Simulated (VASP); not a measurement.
Here is a VASP 6.6.1 calculation.

The input INCAR:

```
SYSTEM = Al2Pt
PREC = Accurate ; ENCUT = 520
EDIFF = 1E-6 ; ISMEAR = 0
SIGMA = 0.1 ; LREAL = .FALSE.
LASPH = .TRUE. ; NELM = 100
ALGO = Normal ; ISIF = 2
LWAVE = .FALSE. ; LCHARG = .TRUE.
GGA = PE ; LELF = .TRUE.
LVHAR = .TRUE. ; NBANDS = 25
```

The input KPOINTS:

```
Automatic mesh
0
G
  4 4 4
  0 0 0
```

POSCAR

```
Al2Pt
1.0
    4.3881432600      0.0000000000      0.0000000000
    0.0000000000      4.8749842800      0.0000000000
    0.0000000000      0.0000000000      4.3936114500
Al Pt
4 2
Direct
    0.2161382400      0.6185845500      0.3893682100
    0.7838617600      0.3814154500      0.3893682100
    0.2838617600      0.1185845500      0.3893682100
    0.7161382400      0.8814154500      0.3893682100
    0.5000000000      0.0000000000      0.8067649300
    0.0000000000      0.5000000000      0.8067649300
```

Potentials or basis: VASP PAW PBE potentials, release 64 (Al, Pt).

Run with:

```bash
$ cat potpaw_PBE.64/Al/POTCAR potpaw_PBE.64/Pt/POTCAR > POTCAR
$ mpirun -np 1 vasp_std > vasp.out
```

Estimate the largest force.

6.922 eV/Å.

Estimate the pressure.

36.5 GPa.

Forces on the atoms (eV/Å):
```
Al   4.496  2.519 -3.461
Al  -4.496 -2.519 -3.461
Al  -4.496  2.519 -3.461
Al   4.496 -2.519 -3.461
Pt   0.000  0.000  6.922
Pt   0.000  0.000  6.922
```

Caveat: the cell stands under pressure; forces of over 1 eV/Å act on the atoms, so gaps and moduli don't describe the material at rest.
